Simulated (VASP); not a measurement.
# Al2H5 (P-6m2) in VASP: notebook

Al2H5 is run at these levels: PBE; tasks: single point, relaxation of cell and atoms.

Program: VASP 6.6.1. These are calculated values, not measurements. Logs are shortened: lines on timing, memory, paths and dates and some standing lists are left out, and cuts for length are marked.

## 1. The cell of the first run

It takes space group P-6m2 (No. 187, hexagonal). The conventional cell has a = 4.474 Å, b = 4.474 Å, c = 4.675 Å, α = 90.00°, β = 90.00°, γ = 120.00°. Within 2.5 Å of Al (site symmetry -6m2) lie 2 H at 1.89 Å. Within 3.4 Å of Al (site symmetry -6m2) lie 3 Al at 2.58 Å and 18 H at 3.20 to 3.32 Å. H (site symmetry mm2) has 2 H at 0.95 Å within 1.3 Å. Within 1.2 Å of H (site symmetry 3m) lie 1 H at 0.89 Å.

## 2. Single point, PBE

Contents of INCAR:

```
SYSTEM = Al2H5
PREC     = Accurate       ! precision mode
ENCUT    = 520            ! plane-wave cutoff, eV
EDIFF    = 1E-7           ! SCF threshold, eV
ISMEAR   = 0              ! smearing method
SIGMA    = 0.1            ! smearing width, eV
LREAL    = .FALSE.        ! projectors in reciprocal space
LASPH    = .TRUE.         ! aspherical terms in the spheres
NELM     = 100            ! most SCF steps
ALGO     = Normal         ! electronic algorithm
ISIF     = 2              ! what is computed and relaxed
LWAVE    = .FALSE.        ! write WAVECAR
LCHARG   = .FALSE.        ! write CHGCAR
GGA      = PE             ! functional
NBANDS   = 14             ! bands
```

Contents of KPOINTS:

```
regular mesh
0
G
  12 12 8
  0 0 0
```

Contents of POSCAR:

```
Al2H5
1.0
    4.4742503885      0.0000000000      0.0000000000
   -2.2371251943      3.8748144993      0.0000000000
    0.0000000000      0.0000000000      4.6747683024
Al H
2 5
Direct
    0.0000000000      0.0000000000      0.0000000000
    0.3333333333      0.6666666667      0.0000000000
    0.7371250088      0.2628749912      0.5000000000
    0.7371250088      0.4742500176      0.5000000000
    0.5257499824      0.2628749912      0.5000000000
    0.0000000000      0.0000000000      0.5947154859
    0.0000000000      0.0000000000      0.4052845141
```

Potentials or basis: VASP PAW PBE potentials, release 64 (Al, H).

Run with:

```
$ cat potpaw_PBE.64/Al/POTCAR potpaw_PBE.64/H/POTCAR > POTCAR
$ mpirun -np 1 vasp_std > vasp.out
```

OUTCAR:

```text
SYSTEM = Al2H5
   PREC = Accurate
   ENCUT = 520
   EDIFF = 1E-7
   ISMEAR = 0
   LREAL = .FALSE.
   LASPH = .TRUE.
   NELM = 100
   ISIF = 2
   GGA = PE

 ion  position               nearest neighbor table
   1  0.000  0.000  0.000-   6 1.89   7 1.89   2 2.58   2 2.58   2 2.58
   2  0.333  0.667  0.000-   1 2.58   1 2.58   1 2.58
   3  0.737  0.263  0.500-
   4  0.737  0.474  0.500-
   5  0.526  0.263  0.500-
   6  0.000  0.000  0.595-   7 0.89   1 1.89
   7  0.000  0.000  0.405-   6 0.89   1 1.89

  LATTYP: Found a hexagonal cell.
 ALAT       =     4.4742503885
 C/A-ratio  =     1.0448159795

  Lattice vectors:

 A1 = (   4.4742503885,   0.0000000000,   0.0000000000)
 A2 = (  -2.2371251943,   3.8748144993,   0.0000000000)
 A3 = (   0.0000000000,   0.0000000000,   4.6747683024)

Analysis of symmetry for initial positions (statically):
=====================================================================
 Subroutine PRICEL returns:
 Original cell was already a primitive cell.

 Routine SETGRP: Setting up the symmetry group for a
 hexagonal supercell.

 Subroutine GETGRP returns: Found 12 space group operations
 (whereof 12 operations were pure point group operations)
 out of a pool of 24 trial point group operations.

The static configuration has the point symmetry D_3h.

Analysis of symmetry for dynamics (positions and initial velocities):
=====================================================================
 Subroutine PRICEL returns:
 Original cell was already a primitive cell.

 Routine SETGRP: Setting up the symmetry group for a
 hexagonal supercell.

 Subroutine GETGRP returns: Found 12 space group operations
 (whereof 12 operations were pure point group operations)
 out of a pool of 24 trial point group operations.

The dynamic configuration has the point symmetry D_3h.

 Subroutine INISYM returns: Found 12 space group operations
 (whereof 12 operations are pure point group operations),
 and found     1 'primitive' translations

----------------------------------------------------------------------------------------

                                     Primitive cell

  volume of cell :      81.0459

  direct lattice vectors                    reciprocal lattice vectors
     4.474250388  0.000000000  0.000000000     0.223501126  0.129038435  0.000000000
    -2.237125194  3.874814499  0.000000000     0.000000000  0.258076871  0.000000000
     0.000000000  0.000000000  4.674768302     0.000000000  0.000000000  0.213914345
[... 107 lines left out ...]
   EMIN   =  10.00;   EMAX   =-10.00  energy-range for DOS
   EFERMI =   0.00;   METHOD = LEGACY
   ISMEAR =     0;   SIGMA  =   0.10  broadening in eV -4-tet -1-fermi 0-gaus
   EFERMI_NEDOS =   21; number of points for ismear=-14 and -15
   IALGO  =     38    algorithm
   IMIX   =      4    mixing-type and parameters
     AMIX     =   0.40;   BMIX     =  1.00
     AMIX_MAG =   1.60;   BMIX_MAG =  1.00
  volume/ion in A,a.u.               =      11.58        78.13
  Fermi-wavevector in a.u.,A,eV,Ry     =   0.841321  1.589867  9.630500  0.707822
  Thomas-Fermi vector in A             =   1.955847
   LORBIT       =      0    0 simple, 1 ext, 2 COOP (PROOUT), +10 PAW based schemes
   GGA     = PE    functional components
   LHFCALC =     F    Hartree Fock is set to
   AEXX    =    0.0000 exact exchange contribution
   IVDW    =     0    specifies the selected vdW correction
   LEPSILON=     F    determine dielectric tensor
   LRPA    =     F    only Hartree local field effects (RPA)
 non-spin polarized calculation
 Gauss-broadening in eV      SIGMA  =   0.10
  energy-cutoff  :      520.00
  volume of cell :       81.05
 maximum number of plane-waves:      2214
 NGX is ok and might be reduce to    36
   NGX = 17   NGY = 17   NGZ = 17

 number of electron      10.9999998 magnetization

 Free energy of the ion-electron system (eV)
  ---------------------------------------------------
  ext. energy  EPLUGINS =         0.00000000
  ---------------------------------------------------
  free energy    TOTEN  =       -19.05031688 eV

  energy without entropy =      -19.03998888  energy(sigma->0) =      -19.04515288

 E-fermi :   2.3774     XC(G=0):  -8.2285

 val. band max:        2.3738232121   @ k =   0.0833   0.0833   0.2500
 cond. band min:       2.3807356703   @ k =   0.1667   0.0833   0.5000
 fundamental gap:      0.0069124582
 Fermi energy:         2.3774353261

 k-point     1 :       0.0000    0.0000    0.0000
  band No.  band energies     occupation
      1     -10.3940      2.00000
      2      -5.9552      2.00000
      3      -2.5247      2.00000
      4       0.6351      2.00000
      5       2.7305      0.00000
      6       2.7305      0.00000
      7       3.4850      0.00000
      8       3.4850      0.00000
      9       4.9926      0.00000
     10       7.2551      0.00000
     11       7.9326      0.00000
     12       7.9326      0.00000
     13      10.0673      0.00000
     14      10.7895      0.00000
[... 377 lines left out ...]
      1     -10.1067      2.00000
      2      -6.1956      2.00000
      3      -2.5476      2.00000
      4      -0.1844      2.00000
      5       1.4011      2.00000
      6       2.0262      2.00000
      7       3.8790      0.00000
      8       4.8231      0.00000
      9       5.1524      0.00000
     10       5.8419      0.00000
     11       8.4359      0.00000
     12       8.7845      0.00000
     13       9.3668      0.00000
     14      10.0948      0.00000

 [... further k-points ...]
[... 5 lines left out ...]
  --------------------------------------------------------------------------------------
  -------------------------------------------------------------------------------------
  Total       -0.0726012     -0.0726012     -0.0523787      0.0000000      0.0000000      0.0000000
  in kB       -1.4352358     -1.4352358     -1.0354615      0.0000000      0.0000000      0.0000000
  external PRESSURE =      -1.3019777 kB  Pullay stress =       0.0000000 kB

 VOLUME and BASIS-vectors are now :
 -----------------------------------------------------------------------------
  energy-cutoff  :      520.00
  volume of cell :       81.05
      direct lattice vectors                 reciprocal lattice vectors
     4.474250388  0.000000000  0.000000000     0.223501126  0.129038435  0.000000000
    -2.237125194  3.874814499  0.000000000     0.000000000  0.258076871  0.000000000
     0.000000000  0.000000000  4.674768302     0.000000000  0.000000000  0.213914345

 POSITION                                       TOTAL-FORCE (eV/Angst)
 -----------------------------------------------------------------------------------
      0.00000      0.00000      0.00000        -0.000000      0.000000      0.000000
     -0.00000      2.58321      0.00000        -0.000000      0.000000      0.000000
      2.71000      1.01859      2.33738        -0.004048      0.002337      0.000000
      2.23713      1.83763      2.33738         0.000000     -0.004674     -0.000000
      1.76425      1.01859      2.33738         0.004048      0.002337      0.000000
      0.00000      0.00000      2.78016        -0.000000      0.000000      0.004564
      0.00000      0.00000      1.89461        -0.000000      0.000000     -0.004564
 -----------------------------------------------------------------------------------
    total drift:                               -0.000000      0.000000     -0.000000

  FREE ENERGIE OF THE ION-ELECTRON SYSTEM (eV)
  ---------------------------------------------------
  free  energy   TOTEN  =       -19.0503168818 eV

  energy  without entropy=      -19.0399888825  energy(sigma->0) =      -19.04515288
```

OSZICAR:

```text
N       E                     dE             d eps       ncg     rms          rms(c)
DAV:   1     0.303542188862E+01    0.30354E+01   -0.36065E+03  2660   0.551E+02
DAV:   2    -0.186989439936E+02   -0.21734E+02   -0.20525E+02  3382   0.934E+01
DAV:   3    -0.198199976921E+02   -0.11211E+01   -0.11120E+01  3398   0.187E+01
DAV:   4    -0.198329468011E+02   -0.12949E-01   -0.12946E-01  3286   0.228E+00
DAV:   5    -0.198333057420E+02   -0.35894E-03   -0.35894E-03  3542   0.381E-01    0.506E+00
DAV:   6    -0.191830691309E+02    0.65024E+00   -0.56271E-01  3200   0.310E+00    0.274E+00
DAV:   7    -0.190505962432E+02    0.13247E+00   -0.48913E-01  3260   0.300E+00    0.683E-01
DAV:   8    -0.190500040787E+02    0.59216E-03   -0.57747E-02  3122   0.135E+00    0.246E-01
DAV:   9    -0.190501229611E+02   -0.11888E-03   -0.44426E-03  3206   0.352E-01    0.106E-01
DAV:  10    -0.190502860850E+02   -0.16312E-03   -0.47487E-04  3338   0.129E-01    0.433E-02
DAV:  11    -0.190503167763E+02   -0.30691E-04   -0.47406E-05  3320   0.424E-02    0.117E-02
DAV:  12    -0.190503168038E+02   -0.27445E-07   -0.34816E-06  3254   0.106E-02    0.607E-03
DAV:  13    -0.190503168818E+02   -0.78050E-07   -0.36495E-07  3296   0.339E-03
   1 F= -.19050317E+02 E0= -.19045153E+02  d E =-.103280E-01
```

stdout:

```text
POSCAR found type information on POSCAR AlH
 POSCAR found :  2 types and       7 ions
 scaLAPACK will be used
 LDA part: xc-table for (Slater+PW92), standard interpolation
 POSCAR, INCAR and KPOINTS ok, starting setup
 FFT: planning ... GRIDC
 FFT: planning ... GRID_SOFT
 FFT: planning ... GRID
 WAVECAR not read
 entering main loop
```

Run time: 48 s. Hardware: 1 thread of Intel Xeon Platinum 8488C (Sapphire Rapids), shared host; peak memory 0.25 GiB.

What came out:

```
Free energy   : -19.0503 eV
Pressure      : -0.1 GPa
Largest force : 0.005 eV/Å
```

Forces in eV/Å, atoms in the order of the input:
```
Al   0.000  0.000  0.000
Al   0.000  0.000  0.000
H   -0.004  0.002  0.000
H    0.000 -0.005  0.000
H    0.004  0.002  0.000
H    0.000  0.000  0.005
H    0.000  0.000 -0.005
```

## 3. Relaxation of cell and atoms, PBE

This run uses another cell than the first one, of 11.47 Å³/atom, 0.990 times its volume.

Contents of INCAR:

```
PREC     = Accurate       # precision mode
ENCUT    = 600            # plane-wave cutoff, eV
EDIFF    = 1E-6           # SCF threshold, eV
ISMEAR   = 0              # smearing method
SIGMA    = 0.1            # smearing width, eV
LREAL    = F              # projectors in reciprocal space
LASPH    = T              # aspherical terms in the spheres
NELM     = 100            # most SCF steps
ALGO     = Normal         # electronic algorithm
ISIF     = 3              # what is computed and relaxed
LWAVE    = F              # write WAVECAR
LCHARG   = F              # write CHGCAR
GGA      = PE             # functional
IBRION   = 2              # ionic algorithm
NSW      = 100            # ionic steps
EDIFFG   = -0.01          # ionic threshold
```

Contents of KPOINTS:

```
Automatic mesh
0
Gamma
  12 12 8
```

Contents of POSCAR:

```
Al2H5
1.0
    4.4854819106      0.0000000000      0.0000000000
   -2.2427409553      3.8845412828      0.0000000000
    0.0000000000      0.0000000000      4.6061955957
Al H
2 5
Direct
    0.0000000000      0.0000000000      0.0000000000
    0.3333333333      0.6666666667      0.0000000000
    0.7371837186      0.2628162814      0.5000000000
    0.7371837186      0.4743674372      0.5000000000
    0.5256325628      0.2628162814      0.5000000000
    0.0000000000      0.0000000000      0.5973528443
    0.0000000000      0.0000000000      0.4026471557
```

Potentials or basis: VASP PAW PBE potentials, release 64 (Al, H).

Run with:

```
$ cat potpaw_PBE.64/Al/POTCAR potpaw_PBE.64/H/POTCAR > POTCAR
$ mpirun -np 1 vasp_std > vasp.out
```

OUTCAR:

```text
PREC = Accurate
   ENCUT = 600
   EDIFF = 1E-6
   ISMEAR = 0
   LREAL = F
   LASPH = T
   NELM = 100
   ISIF = 3
   GGA = PE
   IBRION = 2
   NSW = 100
   EDIFFG = -0.01

 ion  position               nearest neighbor table
   1  0.000  0.000  0.000-   6 1.85   7 1.85   2 2.59   2 2.59   2 2.59
   2  0.333  0.667  0.000-   1 2.59   1 2.59   1 2.59
   3  0.737  0.263  0.500-
   4  0.737  0.474  0.500-
   5  0.526  0.263  0.500-
   6  0.000  0.000  0.597-   1 1.85
   7  0.000  0.000  0.403-   1 1.85

  LATTYP: Found a hexagonal cell.
 ALAT       =     4.4854819106
 C/A-ratio  =     1.0269120883

  Lattice vectors:

 A1 = (   4.4854819106,   0.0000000000,   0.0000000000)
 A2 = (  -2.2427409553,   3.8845412828,   0.0000000000)
 A3 = (   0.0000000000,   0.0000000000,   4.6061955957)

Analysis of symmetry for initial positions (statically):
=====================================================================
 Subroutine PRICEL returns:
 Original cell was already a primitive cell.

 Routine SETGRP: Setting up the symmetry group for a
 hexagonal supercell.

 Subroutine GETGRP returns: Found 12 space group operations
 (whereof 12 operations were pure point group operations)
 out of a pool of 24 trial point group operations.

The static configuration has the point symmetry D_3h.

Analysis of symmetry for dynamics (positions and initial velocities):
=====================================================================
 Subroutine PRICEL returns:
 Original cell was already a primitive cell.

 Routine SETGRP: Setting up the symmetry group for a
 hexagonal supercell.

 Subroutine GETGRP returns: Found 12 space group operations
 (whereof 12 operations were pure point group operations)
 out of a pool of 24 trial point group operations.

The dynamic configuration has the point symmetry D_3h.

 Subroutine INISYM returns: Found 12 space group operations
 (whereof 12 operations are pure point group operations),
 and found     1 'primitive' translations

----------------------------------------------------------------------------------------
[... 137 lines left out ...]
  energy-cutoff  :      600.00
  volume of cell :       80.26
 maximum number of plane-waves:      2709
 NGX is ok and might be reduce to    36
   NGX = 17   NGY = 17   NGZ = 19

--------------------------------------- Ionic step        1  -------------------------------------------

 number of electron      10.9999999 magnetization

 Free energy of the ion-electron system (eV)
  ---------------------------------------------------
  ext. energy  EPLUGINS =         0.00000000
  ---------------------------------------------------
  free energy    TOTEN  =       -19.04781884 eV

  energy without entropy =      -19.03787050  energy(sigma->0) =      -19.04284467

------------------------ aborting loop because EDIFF is reached ----------------------------------------

  FORCE on cell =-STRESS in cart. coord.  units (eV):
  Direction    XX          YY          ZZ          XY          YZ          ZX
  --------------------------------------------------------------------------------------
  -------------------------------------------------------------------------------------
  Total       -0.1340758     -0.1340758      0.3535488      0.0000000      0.0000000      0.0000000
  in kB       -2.6765146     -2.6765146      7.0577891      0.0000000      0.0000000      0.0000000
  external PRESSURE =       0.5682533 kB  Pullay stress =       0.0000000 kB
[... 192 lines left out ...]
--------------------------------------- Ionic step        6  -------------------------------------------

 number of electron      10.9999998 magnetization

 Free energy of the ion-electron system (eV)
  ---------------------------------------------------
  ext. energy  EPLUGINS =         0.00000000
  ---------------------------------------------------
  free energy    TOTEN  =       -19.05193178 eV

  energy without entropy =      -19.04162049  energy(sigma->0) =      -19.04677613

 E-fermi :   2.3858     XC(G=0):  -8.2335

 val. band max:        2.3814349951   @ k =   0.0833   0.0833   0.2500
 cond. band min:       2.3890656770   @ k =   0.1667   0.0833   0.5000
 fundamental gap:      0.0076306819
 Fermi energy:         2.3858391235

 k-point     1 :       0.0000    0.0000    0.0000
  band No.  band energies     occupation
      1     -10.3928      2.00000
      2      -5.9527      2.00000
      3      -2.5156      2.00000
      4       0.6420      2.00000
      5       2.7383      0.00000
      6       2.7383      0.00000
      7       3.4935      0.00000
      8       3.4935      0.00000
      9       5.0059      0.00000
[... 265 lines left out ...]
 k-point    24 :       0.3333    0.0000    0.1250
  band No.  band energies     occupation
      1     -10.1048      2.00000
      2      -6.1943      2.00000
      3      -2.5401      2.00000
      4      -0.1765      2.00000
      5       1.4073      2.00000
      6       2.0354      2.00000
      7       3.8896      0.00000
      8       4.8368      0.00000
      9       5.1639      0.00000

 [... further k-points ...]
[... 5 lines left out ...]
  --------------------------------------------------------------------------------------
  -------------------------------------------------------------------------------------
  Total       -0.0109889     -0.0109889      0.0121812      0.0000000     -0.0000000      0.0000000
  in kB       -0.2175687     -0.2175687      0.2411756      0.0000000     -0.0000000      0.0000000
  external PRESSURE =      -0.0646540 kB  Pullay stress =       0.0000000 kB
[... 22 lines left out ...]
  FREE ENERGIE OF THE ION-ELECTRON SYSTEM (eV)
  ---------------------------------------------------
  free  energy   TOTEN  =       -19.0519317825 eV

  energy  without entropy=      -19.0416204851  energy(sigma->0) =      -19.04677613

 reached required accuracy - stopping structural energy minimisation
```

Run time: 1.9 min. Hardware: 1 thread of Intel Xeon Platinum 8488C (Sapphire Rapids), shared host; peak memory 0.27 GiB.

Results:

* Free energy: -19.0519 eV
* Relaxed volume: 11.56 Å³/atom
* Relaxed cell: a = 4.473 Å, b = 4.473 Å, c = 4.671 Å, α = 90.00°, β = 90.00°, γ = 120.00°
* Space group after relaxing (to 0.05 Å): P-6m2 (No. 187)
* Energy gained by relaxing: 0.6 meV/atom
* Ionic steps: 6
* Pressure after relaxing: 0.0 GPa

Forces on the atoms (eV/Å):
```
Al   0.000  0.000  0.000
Al   0.000  0.000  0.000
H   -0.002  0.001  0.000
H    0.000 -0.003  0.000
H    0.002  0.001  0.000
H    0.000  0.000  0.002
H    0.000  0.000 -0.002
```

The path:
```csv
step,energy change (eV),largest force (eV/Å),pressure (GPa),volume (Å³)
1,0.0000,0.0976,0.06,80.26
2,-0.0017,0.0372,0.17,80.31
3,-0.0022,0.0807,0.27,80.35
4,-0.0034,0.0323,0.15,80.58
5,-0.0039,0.0465,0.02,80.83
6,-0.0041,0.0026,-0.01,80.92
```

Final structure:
```yaml
crystal:
  lattice:
    - [4.47262, 0.00000, 0.00000]
    - [-2.23631, 3.87340, 0.00000]
    - [0.00000, 0.00000, 4.67102]
  atoms:
    - { symbol: Al, position: [0.00000, 0.00000, 0.00000] }
    - { symbol: Al, position: [0.33333, 0.66667, 0.00000] }
    - { symbol: H, position: [0.73711, 0.26289, 0.50000] }
    - { symbol: H, position: [0.73711, 0.47423, 0.50000] }
    - { symbol: H, position: [0.52577, 0.26289, 0.50000] }
    - { symbol: H, position: [0.00000, 0.00000, 0.59477] }
    - { symbol: H, position: [0.00000, 0.00000, 0.40523] }
```

Levels at points of the mesh, in eV from the Fermi level:
```tsv
k point	band 4	band 5	band 6	band 7	band 8	band 9
(0.00, 0.00, 0.00)	-1.74	0.35	0.35	1.11	1.11	2.62
(0.50, 0.00, 0.00)	-2.59	-1.29	-0.65	1.78	2.06	2.82
(0.00, 0.00, 0.50)	0.86	0.86	1.13	1.44	1.56	1.56
(0.50, 0.00, 0.50)	-4.10	-0.58	-0.32	0.68	1.40	4.25
```
